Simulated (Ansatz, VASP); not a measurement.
One calculation of ScSi2, two programs

```
Sc Si
1.0
     3.66000    0.00000    0.00000
    -1.83000    3.16965    0.00000
     0.00000    0.00000    3.87000
Sc Si
1 2
Direct
  0.00000 0.00000 0.00000
  0.66667 0.33333 0.50000
  0.33333 0.66667 0.50000
```

Alike in both runs: functional PBEsol; dispersion D3(BJ); k mesh 8 × 8 × 7; occupations fermi-dirac, width 0.05 eV; no spin polarisation.

|  | VASP | Ansatz |
| --- | --- | --- |
| version | VASP 6.6.1 | Ansatz 0.2.0 |
| potentials or method | VASP PAW PBE potentials, release 64 (Sc_sv, Si) | Ansatz PAW |
| plane-wave cutoff (eV) | 500 | 420 |
| valence electrons in the cell | 19 | 19 |
| task | single point | projected density of states |

```tsv
	VASP	Ansatz	Ansatz less VASP
gap on the k mesh at the Fermi level (eV)	none	none	-
pressure (GPa)	16.9	16.6	-0.30
traceless stress, the component that is largest in VASP (GPa)	-24.49	-24.46	+0.039
```

VASP's potentials were made for PBE, not for PBEsol. A gap of «none» marks a metal or a gap that the smearing closes.
